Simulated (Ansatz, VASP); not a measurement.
# Os in VASP and in Ansatz

```
Os
1.0
     0.00000    1.98315    1.98315
     1.98315    0.00000    1.98315
     1.98315    1.98315    0.00000
Os
1
Direct
  0.00000 0.00000 0.00000
```

Change from the starting cell: volume scaled by 1.06.

Alike in both runs: task single point; functional PBE; k mesh 14 × 14 × 14; occupations fermi-dirac, width 0.03 eV; no spin polarisation.

```csv
,VASP,Ansatz
version,VASP 6.6.1,Ansatz 0.2.0
potentials or method,"VASP PAW PBE potentials, release 64 (Os), cutoff 520 eV","all-electron LAPW, scalar-relativistic"
```

Ansatz gave:

* pressure (GPa): -26.7

Which values does VASP return?

Pressure (GPa): -27.2.

Ansatz ran all-electron here, and VASP with PAW potentials.

Neither program's run includes spin-orbit coupling.
